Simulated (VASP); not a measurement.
# SnSe2 (P-3m1) in VASP: a series of runs

Aim: see how the results for SnSe2 move with the level of theory and the settings. Levels: RPBE+D4, PBEsol+D4. Tasks: relaxation of cell and atoms, single point.

Program: VASP 6.6.1. These are calculated values, not measurements. Logs are shortened: lines on timing, memory, paths and dates and some standing lists are left out, and cuts for length are marked.

## (1) The cell of the first run

Symmetry: P-3m1, No. 164, trigonal system. Conventional cell: a = 3.811 Å, b = 3.811 Å, c = 6.136 Å, α = 90.00°, β = 90.00°, γ = 120.00°. Sn (site symmetry -3m) has 6 Se at 2.68 Å within 3.5 Å. Within 3.5 Å of Se (site symmetry 3m) lie 3 Sn at 2.68 Å.

## (2) Relaxation of cell and atoms, RPBE+D4

File INCAR:

```
  ALGO = Normal
  EDIFF = 1E-6
  EDIFFG = -0.01
  ENCUT = 600
  GGA = RP
  IBRION = 2
  ISIF = 3
  ISMEAR = -1
  IVDW = 13
  LASPH = True
  LCHARG = False
  LREAL = False
  LWAVE = False
  NELM = 80
  NSW = 60
  PREC = Accurate
  SIGMA = 0.05
```

File KPOINTS:

```
k-points
0
Gamma
  8 8 5
```

File POSCAR:

```
SnSe2
1.0
    3.8110000000      0.0000000000      0.0000000000
   -1.9055000000      3.3004228138      0.0000000000
    0.0000000000      0.0000000000      6.1360000000
Sn Se
1 2
Direct
    0.0000000000      0.0000000000      0.0000000000
    0.6666666667      0.3333333333      0.7510000000
    0.3333333333      0.6666666667      0.2490000000
```

Potentials or basis: VASP PAW PBE potentials, release 64 (Sn_d, Se).

On the command line:

```bash
$ cat potpaw_PBE.64/Sn_d/POTCAR potpaw_PBE.64/Se/POTCAR > POTCAR
$ mpirun -np 1 vasp_std > vasp.out
```

OUTCAR:

```text
EDIFF = 1E-6
   EDIFFG = -0.01
   ENCUT = 600
   GGA = RP
   IBRION = 2
   ISIF = 3
   ISMEAR = -1
   IVDW = 13
   LASPH = True
   LREAL = False
   NELM = 80
   NSW = 60
   PREC = Accurate

 ion  position               nearest neighbor table
   1  0.000  0.000  0.000-   2 2.68   3 2.68   3 2.68   2 2.68   2 2.68   3 2.68
   2  0.667  0.333  0.751-   1 2.68   1 2.68   1 2.68
   3  0.333  0.667  0.249-   1 2.68   1 2.68   1 2.68

  LATTYP: Found a hexagonal cell.
 ALAT       =     3.8110000000
 C/A-ratio  =     1.6100760955

  Lattice vectors:

 A1 = (   3.8110000000,   0.0000000000,   0.0000000000)
 A2 = (  -1.9055000000,   3.3004228138,   0.0000000000)
 A3 = (   0.0000000000,   0.0000000000,   6.1360000000)

Analysis of symmetry for initial positions (statically):
=====================================================================
 Subroutine PRICEL returns:
 Original cell was already a primitive cell.

 Routine SETGRP: Setting up the symmetry group for a
 hexagonal supercell.

 Subroutine GETGRP returns: Found 12 space group operations
 (whereof 12 operations were pure point group operations)
 out of a pool of 24 trial point group operations.

The static configuration has the point symmetry D_3d.

Analysis of symmetry for dynamics (positions and initial velocities):
=====================================================================
 Subroutine PRICEL returns:
 Original cell was already a primitive cell.

 Routine SETGRP: Setting up the symmetry group for a
 hexagonal supercell.

 Subroutine GETGRP returns: Found 12 space group operations
 (whereof 12 operations were pure point group operations)
 out of a pool of 24 trial point group operations.

The dynamic configuration has the point symmetry D_3d.

 Subroutine INISYM returns: Found 12 space group operations
 (whereof 12 operations are pure point group operations),
 and found     1 'primitive' translations

----------------------------------------------------------------------------------------

                                     Primitive cell

  volume of cell :      77.1781

  direct lattice vectors                    reciprocal lattice vectors
     3.811000000  0.000000000  0.000000000     0.262398321  0.151495741  0.000000000
    -1.905500000  3.300422814  0.000000000     0.000000000  0.302991482  0.000000000
     0.000000000  0.000000000  6.136000000     0.000000000  0.000000000  0.162972621

  length of vectors
     3.811000000  3.811000000  6.136000000     0.302991482  0.302991482  0.162972621

  position of ions in fractional coordinates (direct lattice)
     0.000000000  0.000000000  0.000000000
     0.666666667  0.333333333  0.751000000
     0.333333333  0.666666667  0.249000000

  ion indices of the primitive-cell ions
   primitive index   ion index
                 1           1
                 2           2
                 3           3

----------------------------------------------------------------------------------------

 KPOINTS: k-points

Automatic generation of k-mesh.
 Grid dimensions read from file:
 generate k-points for:    8    8    5

 Generating k-lattice:

  Cartesian coordinates                     Fractional coordinates (reciprocal lattice)
     0.032799790  0.018936968  0.000000000     0.125000000  0.000000000  0.000000000
     0.000000000  0.037873935  0.000000000     0.000000000  0.125000000  0.000000000
     0.000000000  0.000000000  0.032594524     0.000000000  0.000000000  0.200000000

  Length of vectors
     0.037873935  0.037873935  0.032594524

  Shift w.r.t. Gamma in fractional coordinates (k-lattice)
     0.000000000  0.000000000  0.000000000

 Subroutine IBZKPT returns following result:
 ===========================================

 Found     40 irreducible k-points:

 Following reciprocal coordinates:
            Coordinates               Weight
  0.000000  0.000000  0.000000      1.000000
  0.125000  0.000000  0.000000      6.000000
  0.250000  0.000000  0.000000      6.000000
  0.375000  0.000000  0.000000      6.000000
  0.500000  0.000000  0.000000      3.000000
  0.125000  0.125000  0.000000      6.000000
[... 16 lines left out ...]
 -0.125000  0.500000  0.200000     12.000000
  0.250000  0.250000  0.200000     12.000000
 [... further k-points ...]
   k-points           NKPTS =     40   k-points in BZ     NKDIM =     40   number of bands    NBANDS=     17
   number of dos      NEDOS =    301   number of ions     NIONS =      3
   total plane-waves  NPLWV =  45000
   dimension x,y,z NGX =    30 NGY =   30 NGZ =   50
   dimension x,y,z NGXF=    60 NGYF=   60 NGZF=  100
   ions per type =               1   2
   NGX,Y,Z   is equivalent  to a cutoff of  13.09, 13.09, 13.55 a.u.
   NGXF,Y,Z  is equivalent  to a cutoff of  26.17, 26.17, 27.09 a.u.
 SYSTEM =  unknown system
   PREC   = accura    normal or accurate (medium, high low for compatibility)
   ISTART =      0    job   : 0-new  1-cont  2-samecut
   ICHARG =      2    charge: 1-file 2-atom 10-const
   ISPIN  =      1    spin polarized calculation?
   LNONCOLLINEAR =      F non collinear calculations
   LSORBIT =      F    spin-orbit coupling
   LASPH  =      T    aspherical Exc in radial PAW
   ENCUT  =  600.0 eV  44.10 Ry    6.64 a.u.   7.61  7.61 12.26*2*pi/ulx,y,z
   NELM   =     80;   NELMIN=  2; NELMDL= -5     # of ELM steps
   EDIFF  = 0.1E-05   stopping-criterion for ELM
   LREAL  =      F    real-space projection
   EDIFFG = -.1E-01   stopping-criterion for IOM
   NSW    =     60    number of steps for IOM
   IBRION =      2    ionic relax: 0-MD 1-quasi-New 2-CG
   NFREE  =      1    steps in history (QN), initial steepest desc. (CG)
   ISIF   =      3    stress and relaxation
   ISYM   =      2    0-nonsym 1-usesym 2-fastsym
   POTIM  = 0.5000    time-step for ionic-motion
   TEBEG  =    0.0;   TEEND  =   0.0 temperature during run
   PSTRESS=    0.0 pullay stress
   NELECT =      26.0000    total number of electrons
   NUPDOWN=      -1.0000    fix difference up-down
   EMIN   =  10.00;   EMAX   =-10.00  energy-range for DOS
   EFERMI =   0.00;   METHOD = LEGACY
   ISMEAR =    -1;   SIGMA  =   0.05  broadening in eV -4-tet -1-fermi 0-gaus
   EFERMI_NEDOS =   21; number of points for ismear=-14 and -15
   IALGO  =     38    algorithm
   IMIX   =      4    mixing-type and parameters
     AMIX     =   0.40;   BMIX     =  1.00
     AMIX_MAG =   1.60;   BMIX_MAG =  1.00
  volume/ion in A,a.u.               =      25.73       173.61
  Fermi-wavevector in a.u.,A,eV,Ry     =   1.139116  2.152617 17.654722  1.297585
  Thomas-Fermi vector in A             =   2.275820
   LORBIT       =      0    0 simple, 1 ext, 2 COOP (PROOUT), +10 PAW based schemes
   GGA     = RP    functional components
   LHFCALC =     F    Hartree Fock is set to
   AEXX    =    0.0000 exact exchange contribution
   IVDW    =    13    specifies the selected vdW correction
   LEPSILON=     F    determine dielectric tensor
   LRPA    =     F    only Hartree local field effects (RPA)
 conjugate gradient relaxation of ions
 non-spin polarized calculation
  energy-cutoff  :      600.00
  volume of cell :       77.18
 maximum number of plane-waves:      2605
   NGX = 15   NGY = 15   NGZ = 25

--------------------------------------- Ionic step        1  -------------------------------------------

 number of electron      25.9999991 magnetization

 Free energy of the ion-electron system (eV)
  ---------------------------------------------------
  ext. energy  EPLUGINS =         0.00000000
  ---------------------------------------------------
  free energy    TOTEN  =       -10.69699240 eV

  energy without entropy =      -10.69698200  energy(sigma->0) =      -10.69698720

------------------------ aborting loop because EDIFF is reached ----------------------------------------

  DFT-D4 for vdW energy calculation

  Edisp (eV):   -2.27400
[... 73 lines left out ...]
--------------------------------------- Ionic step        3  -------------------------------------------

 number of electron      26.0000000 magnetization

 E-fermi :   4.3219     XC(G=0):  -9.1483

 val. band max:        3.9006991615   @ k =   0.1250   0.1250   0.0000
 cond. band min:       4.6825550392   @ k =   0.5000   0.0000   0.4000
 fundamental gap:      0.7818558776
 Fermi energy:         4.3219435582

 k-point     1 :       0.0000    0.0000    0.0000
  band No.  band energies     occupation
      1     -17.3371      2.00000
      2     -17.3371      2.00000
      3     -17.3060      2.00000
      4     -17.2941      2.00000
      5     -17.2941      2.00000
      6      -9.7277      2.00000
[... 457 lines left out ...]
      4     -17.2909      2.00000
      5     -17.2742      2.00000
      6      -8.2498      2.00000
[... 9 lines left out ...]
     16       9.8009      0.00000
     17      10.4726      0.00000

 [... further k-points ...]

------------------------ aborting loop because EDIFF is reached ----------------------------------------

  DFT-D4 for vdW energy calculation

  Edisp (eV):   -2.19550
[... 26 lines left out ...]
  FREE ENERGIE OF THE ION-ELECTRON SYSTEM (eV)
  ---------------------------------------------------
  free  energy   TOTEN  =       -13.0120332477 eV

  energy  without entropy=      -13.0120035886  energy(sigma->0) =      -13.01201842

[... ionic steps 4 to 13 ...]

--------------------------------------- Ionic step       14  -------------------------------------------

 number of electron      25.9999996 magnetization

------------------------ aborting loop because EDIFF is reached ----------------------------------------
[... 77 lines left out ...]
--------------------------------------- Ionic step       16  -------------------------------------------

 number of electron      25.9999996 magnetization

 Free energy of the ion-electron system (eV)
  ---------------------------------------------------
  ext. energy  EPLUGINS =         0.00000000
  ---------------------------------------------------
  free energy    TOTEN  =       -10.67710513 eV

  energy without entropy =      -10.67673180  energy(sigma->0) =      -10.67691847

 E-fermi :   5.2049     XC(G=0):  -9.5987

 val. band max:        4.9952745351   @ k =   0.1250   0.0000   0.0000
 cond. band min:       5.4126533057   @ k =   0.0000   0.3750   0.4000
 fundamental gap:      0.4173787706
 Fermi energy:         5.2049261160

 k-point     1 :       0.0000    0.0000    0.0000
  band No.  band energies     occupation
      1     -16.5703      2.00000
      2     -16.5703      2.00000
      3     -16.5381      2.00000
      4     -16.5254      2.00000
      5     -16.5253      2.00000
      6      -9.1474      2.00000
[... 457 lines left out ...]
      4     -16.5226      2.00000
      5     -16.5049      2.00000
      6      -7.5866      2.00000
[... 9 lines left out ...]
     16      10.5875      0.00000
     17      11.4514      0.00000

 [... further k-points ...]

------------------------ aborting loop because EDIFF is reached ----------------------------------------

  DFT-D4 for vdW energy calculation

  Edisp (eV):   -2.37507
[... 26 lines left out ...]
  FREE ENERGIE OF THE ION-ELECTRON SYSTEM (eV)
  ---------------------------------------------------
  free  energy   TOTEN  =       -13.0521775499 eV

  energy  without entropy=      -13.0518042152  energy(sigma->0) =      -13.05199088

 reached required accuracy - stopping structural energy minimisation
```

Run time: 13 min. Hardware: 1 thread of AMD EPYC 7R13, shared host; peak memory 0.22 GiB.

What came out:

```
Free energy                           : -13.0522 eV
Relaxed volume                        : 24.73 Å³/atom
Relaxed cell                          : a = 3.821 Å, b = 3.821 Å, c = 5.868 Å, α = 90.00°, β = 90.00°, γ = 120.00°
Space group after relaxing (to 0.1 Å) : P-3m1 (No. 164)
Energy gained by relaxing             : 27.1 meV/atom
Ionic steps                           : 16
Pressure after relaxing               : 0.0 GPa
Band gap on the k mesh                : 0.42 eV (least direct gap 0.86 eV)
Dispersion energy per atom            : -0.792 eV
```

Forces in eV/Å, atoms in the order of the input:
```
Sn   0.000  0.000  0.000
Se   0.000  0.000 -0.002
Se   0.000  0.000  0.002
```

The path:
```csv
step,energy change (eV),largest force (eV/Å),pressure (GPa),volume (Å³)
1,0.0000,0.8410,2.34,77.18
2,-0.0241,0.1378,-2.59,81.45
3,-0.0410,0.2212,-0.84,79.73
4,-0.0513,0.1576,-0.53,78.71
5,-0.0556,0.0841,-0.14,77.59
6,-0.0612,0.1173,0.08,76.92
7,-0.0716,0.2140,0.88,74.90
8,-0.0724,0.2567,1.33,73.91
9,-0.0743,0.2299,1.21,73.88
10,-0.0784,0.1524,0.83,73.76
11,-0.0799,0.0065,0.17,73.51
12,-0.0804,0.0470,0.35,73.59
13,-0.0807,0.0369,0.27,73.72
14,-0.0812,0.0057,0.01,74.14
15,-0.0812,0.0005,-0.06,74.21
16,-0.0812,0.0024,-0.02,74.18
```

Final structure:
```
Sn Se
1.0
     3.82064    0.00000    0.00000
    -1.91032    3.30877    0.00000
     0.00000    0.00000    5.86799
Sn Se
1 2
Direct
  0.00000 0.00000 0.00000
  0.66667 0.33333 0.72786
  0.33333 0.66667 0.27214
```

Caveat: the PAW data sets were made with another functional, which shifts forces and pressure a little; spin-orbit coupling is left out, which moves the levels of the heavy elements; an odd mesh through Γ misses points on the zone boundary, where band edges can lie.

(Part 1 of 2 ends here.)
